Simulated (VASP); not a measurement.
# ZrO2 (Fm-3m) in VASP: a series of runs

The runs below take ZrO2 through single point, with PBE.

Program: VASP 6.6.1. These are calculated values, not measurements. Logs are shortened: lines on timing, memory, paths and dates and some standing lists are left out, and cuts for length are marked.

## 1. The cell of the first run

The structure is cubic, space group Fm-3m (No. 225). Conventional cell: a = 5.191 Å, b = 5.191 Å, c = 5.191 Å, α = 90.00°, β = 90.00°, γ = 90.00°. Within 3.0 Å of Zr (site symmetry m-3m) lie 8 O at 2.25 Å. O (site symmetry -43m) has 4 Zr at 2.25 Å and 6 O at 2.60 Å within 3.0 Å.

## 2. Single point, PBE (strain +2.0%)

Contents of INCAR:

```
SYSTEM = ZrO2
PREC = Accurate
ENCUT = 600
EDIFF = 1E-6
ISMEAR = 0
SIGMA = 0.01
LREAL = .False.
LASPH = .True.
NELM = 120
ALGO = Normal
ISIF = 2
LWAVE = .False.
LCHARG = .False.
GGA = PE
NBANDS = 19
GGA_COMPAT = .False.
```

Contents of KPOINTS:

```
regular mesh
0
Gamma
  6 6 6
  0 0 0
```

Contents of POSCAR:

```
ZrO2
1.0
    0.0000000000      2.5956078574      2.5956078574
    2.5956078574      0.0000000000      2.5956078574
    2.5956078574      2.5956078574      0.0000000000
Zr O
1 2
Direct
    0.0000000000      0.0000000000      0.0000000000
    0.2500000000      0.2500000000      0.2500000000
    0.7500000000      0.7500000000      0.7500000000
```

Potentials or basis: VASP PAW PBE potentials, release 64 (Zr_sv, O).

The run is started by

```
$ cat potpaw_PBE.64/Zr_sv/POTCAR potpaw_PBE.64/O/POTCAR > POTCAR
$ mpirun -np 1 vasp_std > vasp.out
```

OUTCAR:

```text
SYSTEM = ZrO2
   PREC = Accurate
   ENCUT = 600
   EDIFF = 1E-6
   ISMEAR = 0
   LREAL = .False.
   LASPH = .True.
   NELM = 120
   ISIF = 2
   GGA = PE

 ion  position               nearest neighbor table
   1  0.000  0.000  0.000-   3 2.25   3 2.25   3 2.25   2 2.25   3 2.25   2 2.25   2 2.25   2 2.25

   2  0.250  0.250  0.250-   1 2.25   1 2.25   1 2.25   1 2.25
   3  0.750  0.750  0.750-   1 2.25   1 2.25   1 2.25   1 2.25

  LATTYP: Found a face centered cubic cell.
 ALAT       =     5.1912157148

  Lattice vectors:

 A1 = (   0.0000000000,   2.5956078574,   2.5956078574)
 A2 = (   2.5956078574,   0.0000000000,   2.5956078574)
 A3 = (   2.5956078574,   2.5956078574,   0.0000000000)

Analysis of symmetry for initial positions (statically):
=====================================================================
 Subroutine PRICEL returns:
 Original cell was already a primitive cell.

 Routine SETGRP: Setting up the symmetry group for a
 face centered cubic supercell.

 Subroutine GETGRP returns: Found 48 space group operations
 (whereof 48 operations were pure point group operations)
 out of a pool of 48 trial point group operations.

The static configuration has the point symmetry O_h .

Analysis of symmetry for dynamics (positions and initial velocities):
=====================================================================
 Subroutine PRICEL returns:
 Original cell was already a primitive cell.

 Routine SETGRP: Setting up the symmetry group for a
 face centered cubic supercell.

 Subroutine GETGRP returns: Found 48 space group operations
 (whereof 48 operations were pure point group operations)
 out of a pool of 48 trial point group operations.

The dynamic configuration has the point symmetry O_h .

 Subroutine INISYM returns: Found 48 space group operations
 (whereof 48 operations are pure point group operations),
 and found     1 'primitive' translations

----------------------------------------------------------------------------------------

                                     Primitive cell

  volume of cell :      34.9742

  direct lattice vectors                    reciprocal lattice vectors
     0.000000000  2.595607857  2.595607857    -0.192633105  0.192633105  0.192633105
     2.595607857  0.000000000  2.595607857     0.192633105 -0.192633105  0.192633105
     2.595607857  2.595607857  0.000000000     0.192633105  0.192633105 -0.192633105

  length of vectors
     3.670743835  3.670743835  3.670743835     0.333650324  0.333650324  0.333650324

  position of ions in fractional coordinates (direct lattice)
     0.000000000  0.000000000  0.000000000
     0.250000000  0.250000000  0.250000000
     0.750000000  0.750000000  0.750000000

  ion indices of the primitive-cell ions
   primitive index   ion index
                 1           1
                 2           2
                 3           3

----------------------------------------------------------------------------------------

 KPOINTS: regular mesh

Automatic generation of k-mesh.
 Grid dimensions read from file:
 generate k-points for:    6    6    6

 Generating k-lattice:

  Cartesian coordinates                     Fractional coordinates (reciprocal lattice)
    -0.032105517  0.032105517  0.032105517     0.166666667  0.000000000  0.000000000
     0.032105517 -0.032105517  0.032105517     0.000000000  0.166666667  0.000000000
     0.032105517  0.032105517 -0.032105517     0.000000000  0.000000000  0.166666667

  Length of vectors
     0.055608387  0.055608387  0.055608387

  Shift w.r.t. Gamma in fractional coordinates (k-lattice)
     0.000000000  0.000000000  0.000000000

 Subroutine IBZKPT returns following result:
 ===========================================

 Found     16 irreducible k-points:

 Following reciprocal coordinates:
            Coordinates               Weight
  0.000000  0.000000  0.000000      1.000000
  0.166667  0.000000  0.000000      8.000000
  0.333333  0.000000  0.000000      8.000000
  0.500000  0.000000  0.000000      4.000000
  0.166667  0.166667  0.000000      6.000000
  0.333333  0.166667  0.000000     24.000000
[... 8 lines left out ...]
 -0.333333  0.333333  0.166667     24.000000
 -0.333333  0.500000  0.166667     12.000000
   k-points           NKPTS =     16   k-points in BZ     NKDIM =     16   number of bands    NBANDS=     19
   number of dos      NEDOS =    301   number of ions     NIONS =      3
   total plane-waves  NPLWV =  27000
   dimension x,y,z NGX =    30 NGY =   30 NGZ =   30
   dimension x,y,z NGXF=    60 NGYF=   60 NGZF=   60
   ions per type =               1   2
   NGX,Y,Z   is equivalent  to a cutoff of  13.59, 13.59, 13.59 a.u.
   NGXF,Y,Z  is equivalent  to a cutoff of  27.17, 27.17, 27.17 a.u.
 SYSTEM =  ZrO2
   PREC   = accura    normal or accurate (medium, high low for compatibility)
   ISTART =      0    job   : 0-new  1-cont  2-samecut
   ICHARG =      2    charge: 1-file 2-atom 10-const
   ISPIN  =      1    spin polarized calculation?
   LNONCOLLINEAR =      F non collinear calculations
   LSORBIT =      F    spin-orbit coupling
   LASPH  =      T    aspherical Exc in radial PAW
   ENCUT  =  600.0 eV  44.10 Ry    6.64 a.u.   7.33  7.33  7.33*2*pi/ulx,y,z
   NELM   =    120;   NELMIN=  2; NELMDL= -5     # of ELM steps
   EDIFF  = 0.1E-05   stopping-criterion for ELM
   LREAL  =      F    real-space projection
   EDIFFG = 0.1E-04   stopping-criterion for IOM
   NSW    =      0    number of steps for IOM
   IBRION =     -1    ionic relax: 0-MD 1-quasi-New 2-CG
   NFREE  =      0    steps in history (QN), initial steepest desc. (CG)
   ISIF   =      2    stress and relaxation
   ISYM   =      2    0-nonsym 1-usesym 2-fastsym
   POTIM  = 0.5000    time-step for ionic-motion
   TEBEG  =    0.0;   TEEND  =   0.0 temperature during run
   PSTRESS=    0.0 pullay stress
   NELECT =      24.0000    total number of electrons
   NUPDOWN=      -1.0000    fix difference up-down
   EMIN   =  10.00;   EMAX   =-10.00  energy-range for DOS
   EFERMI =   0.00;   METHOD = LEGACY
   ISMEAR =     0;   SIGMA  =   0.01  broadening in eV -4-tet -1-fermi 0-gaus
   EFERMI_NEDOS =   21; number of points for ismear=-14 and -15
   IALGO  =     38    algorithm
   IMIX   =      4    mixing-type and parameters
     AMIX     =   0.40;   BMIX     =  1.00
     AMIX_MAG =   1.60;   BMIX_MAG =  1.00
  volume/ion in A,a.u.               =      11.66        78.67
  Fermi-wavevector in a.u.,A,eV,Ry     =   1.443986  2.728737 28.369428  2.085094
  Thomas-Fermi vector in A             =   2.562331
   LORBIT       =      0    0 simple, 1 ext, 2 COOP (PROOUT), +10 PAW based schemes
   GGA     = PE    functional components
   LHFCALC =     F    Hartree Fock is set to
   AEXX    =    0.0000 exact exchange contribution
   IVDW    =     0    specifies the selected vdW correction
   LEPSILON=     F    determine dielectric tensor
   LRPA    =     F    only Hartree local field effects (RPA)
 non-spin polarized calculation
 Gauss-broadening in eV      SIGMA  =   0.01
  energy-cutoff  :      600.00
  volume of cell :       34.97
 maximum number of plane-waves:      1211
 NGX is ok and might be reduce to    30
   NGX = 15   NGY = 15   NGZ = 15

 number of electron      24.0000000 magnetization

 Free energy of the ion-electron system (eV)
  ---------------------------------------------------
  ext. energy  EPLUGINS =         0.00000000
  ---------------------------------------------------
  free energy    TOTEN  =       -28.53219766 eV

  energy without entropy =      -28.53219766  energy(sigma->0) =      -28.53219766

 E-fermi :   6.7349     XC(G=0): -11.4680

 val. band max:        6.5686304920   @ k =   0.5000   0.5000   0.0000
 cond. band min:       9.7565690508   @ k =   0.0000   0.0000   0.0000
 fundamental gap:      3.1879385588
 Fermi energy:         6.7348531111

 k-point     1 :       0.0000    0.0000    0.0000
  band No.  band energies     occupation
      1     -41.8014      2.00000
      2     -19.6122      2.00000
      3     -19.6122      2.00000
      4     -19.6122      2.00000
      5     -11.3465      2.00000
      6      -9.0057      2.00000
[... 11 lines left out ...]
     18      15.2395      0.00000
     19      20.4853      0.00000

 k-point     2 :       0.1667    0.0000    0.0000
  band No.  band energies     occupation
      1     -41.7929      2.00000
      2     -19.7517      2.00000
      3     -19.6258      2.00000
      4     -19.6258      2.00000
      5     -11.0381      2.00000
      6      -9.2282      2.00000
[... 11 lines left out ...]
     18      14.9118      0.00000
     19      19.8412      0.00000

 k-point     3 :       0.3333    0.0000    0.0000
  band No.  band energies     occupation
      1     -41.7760      2.00000
      2     -20.0107      2.00000
      3     -19.6529      2.00000
      4     -19.6529      2.00000
      5     -10.5326      2.00000
      6      -9.4928      2.00000
[... 11 lines left out ...]
     18      15.5980      0.00000
     19      19.1338      0.00000

 k-point     4 :       0.5000    0.0000    0.0000
  band No.  band energies     occupation
      1     -41.7675      2.00000
      2     -20.1317      2.00000
      3     -19.6663      2.00000
      4     -19.6663      2.00000
      5     -10.4346      2.00000
      6      -9.4371      2.00000
[... 231 lines left out ...]
     18      16.9282      0.00000
     19      20.4182      0.00000

 k-point    15 :      -0.3333    0.3333    0.1667
  band No.  band energies     occupation
      1     -41.7591      2.00000
      2     -20.0179      2.00000
      3     -19.8940      2.00000
      4     -19.7184      2.00000
      5      -9.9586      2.00000
      6      -9.7106      2.00000
[... 11 lines left out ...]
     18      17.6320      0.00000
     19      20.6747      0.00000

 k-point    16 :      -0.3333    0.5000    0.1667
  band No.  band energies     occupation
      1     -41.7563      2.00000
      2     -20.0712      2.00000
      3     -19.8583      2.00000
      4     -19.7485      2.00000
      5      -9.9334      2.00000
      6      -9.6697      2.00000
[... 11 lines left out ...]
     18      18.7417      0.00000
     19      20.6635      0.00000

------------------------ aborting loop because EDIFF is reached ----------------------------------------

  FORCE on cell =-STRESS in cart. coord.  units (eV):
  Direction    XX          YY          ZZ          XY          YZ          ZX
  --------------------------------------------------------------------------------------
  -------------------------------------------------------------------------------------
  Total       -2.0530273     -2.0530273     -2.0530273      0.0000000      0.0000000      0.0000000
  in kB      -94.0498404    -94.0498404    -94.0498404      0.0000000      0.0000000      0.0000000
  external PRESSURE =     -94.0498404 kB  Pullay stress =       0.0000000 kB

 VOLUME and BASIS-vectors are now :
 -----------------------------------------------------------------------------
  energy-cutoff  :      600.00
  volume of cell :       34.97
      direct lattice vectors                 reciprocal lattice vectors
     0.000000000  2.595607857  2.595607857    -0.192633105  0.192633105  0.192633105
     2.595607857  0.000000000  2.595607857     0.192633105 -0.192633105  0.192633105
     2.595607857  2.595607857  0.000000000     0.192633105  0.192633105 -0.192633105

 POSITION                                       TOTAL-FORCE (eV/Angst)
 -----------------------------------------------------------------------------------
      0.00000      0.00000      0.00000        -0.000000      0.000000     -0.000000
      1.29780      1.29780      1.29780        -0.000000     -0.000000     -0.000000
      3.89341      3.89341      3.89341         0.000000      0.000000      0.000000
 -----------------------------------------------------------------------------------
    total drift:                                0.000000     -0.000000      0.000000

  FREE ENERGIE OF THE ION-ELECTRON SYSTEM (eV)
  ---------------------------------------------------
  free  energy   TOTEN  =       -28.5321976593 eV

  energy  without entropy=      -28.5321976593  energy(sigma->0) =      -28.53219766
```

It took 14 s on 1 thread of Intel Xeon Platinum 8559C (Emerald Rapids), shared host; peak memory 0.17 GiB.

What came out:

```
Free energy            : -28.5322 eV
Pressure               : -9.4 GPa
Band gap on the k mesh : 3.19 eV, indirect (least direct gap 3.59 eV)
```

Caveat: the cell differs from its parent crystal (strain +2.0%).

## 3. Single point, PBE (strain +3.0%)

Contents of INCAR:

```
ALGO = Normal
EDIFF = 1E-6
ENCUT = 600
GGA = PE
GGA_COMPAT = F
ISIF = 2
ISMEAR = 0
LASPH = T
LCHARG = T
LELF = T
LREAL = F
LVHAR = T
LWAVE = F
NBANDS = 19
NELM = 120
PREC = Accurate
SIGMA = 0.01
```

Contents of KPOINTS:

```
k-points
0
Gamma
  6 6 6
```

Contents of POSCAR:

```
ZrO2
1.0
    0.0000000000      2.6210549933      2.6210549933
    2.6210549933      0.0000000000      2.6210549933
    2.6210549933      2.6210549933      0.0000000000
Zr O
1 2
Direct
    0.0000000000      0.0000000000      0.0000000000
    0.2500000000      0.2500000000      0.2500000000
    0.7500000000      0.7500000000      0.7500000000
```

Potentials or basis: VASP PAW PBE potentials, release 64 (Zr_sv, O).

The run is started by

```
$ cat potpaw_PBE.64/Zr_sv/POTCAR potpaw_PBE.64/O/POTCAR > POTCAR
$ mpirun -np 1 vasp_std > vasp.out
```

It took 12 s on 1 thread of Intel Xeon Platinum 8559C (Emerald Rapids), shared host; peak memory 0.17 GiB.

It converged, with:

```yaml
Free_energy: -28.4562 eV
Pressure: -14.8 GPa
Band_gap_on_the_k_mesh: 3.10 eV, indirect (least direct gap 3.48 eV)
```

Levels at points of the mesh, in eV from the valence-band top:
```tsv
k point	band 9	band 10	band 11	band 12	band 13	band 14	band 15	band 16
(0.00, 0.00, 0.00)	-4.74	-0.50	-0.50	-0.50	3.10	3.10	5.93	8.34
(0.50, 0.00, 0.00)	-2.38	-2.36	-1.56	-1.56	3.65	3.65	5.31	7.56
(0.50, 0.50, 0.00)	-2.98	-1.39	-1.39	0.00	3.48	4.27	5.07	6.53
```

Caveat: the cell differs from its parent crystal (strain +3.0%). A k mesh can miss the band edges.

## 4. Single point, PBE (strain +4.0%)

Contents of INCAR:

```
SYSTEM = ZrO2
PREC = Accurate
ENCUT = 600
EDIFF = 1E-6
ISMEAR = 0
SIGMA = 0.01
LREAL = .FALSE.
LASPH = .TRUE.
NELM = 120
ALGO = Normal
ISIF = 2
LWAVE = .FALSE.
LCHARG = .FALSE.
GGA = PE
NBANDS = 19
GGA_COMPAT = .FALSE.
```

Contents of KPOINTS:

```
Automatic mesh
0
G
  6 6 6
  0 0 0
```

Contents of POSCAR:

```
ZrO2
1.0
    0.0000000000      2.6465021292      2.6465021292
    2.6465021292      0.0000000000      2.6465021292
    2.6465021292      2.6465021292      0.0000000000
Zr O
1 2
Direct
    0.0000000000      0.0000000000      0.0000000000
    0.2500000000      0.2500000000      0.2500000000
    0.7500000000      0.7500000000      0.7500000000
```

The run is started by

```
$ cat potpaw_PBE.64/Zr_sv/POTCAR potpaw_PBE.64/O/POTCAR > POTCAR
$ mpirun -np 1 vasp_std > vasp.out
```

Wall time 11 s (1 thread of Intel Xeon Platinum 8559C (Emerald Rapids), shared host); peak memory 0.16 GiB.

Results (log left out):

| Property | Result |
| --- | --- |
| Free energy | -28.3455 eV |
| Pressure | -19.4 GPa |
| Band gap on the k mesh | 3.02 eV, indirect (least direct gap 3.38 eV) |

Levels at points of the mesh, in eV from the valence-band top:
```
           k point  band 8  band 9  band 10  band 11  band 12  band 13  band 14  band 15  band 16  band 17
(0.00, 0.00, 0.00)   -4.59   -4.59    -0.49    -0.49    -0.49     3.02     3.02     5.72     8.02     8.02
(0.50, 0.00, 0.00)   -3.68   -2.35    -2.30    -1.53    -1.53     3.53     3.53     5.08     7.29     7.29
(0.50, 0.50, 0.00)   -2.93   -2.93    -1.35    -1.35     0.00     3.38     4.12     4.84     6.30     6.30
```

Caveat: the cell differs from its parent crystal (strain +4.0%). A k mesh can miss the band edges.

## 5. Overview

```csv
cell,gap on the mesh (eV),pressure (GPa)
"a = 3.671 Å, angles 60.0°, 3 atoms",3.19,-9.4
"a = 3.707 Å, angles 60.0°, 3 atoms",3.10,-14.8
"a = 3.743 Å, angles 60.0°, 3 atoms",3.02,-19.4
```

Alike in all rows: task single point; level PBE; potentials or basis VASP PAW PBE potentials, release 64 (Zr_sv, O); no spin polarisation; k mesh 6 × 6 × 6; cutoff (eV) 600; smearing gaussian 0.01 eV.

Absolute energies hang on the potentials; compare differences alone.
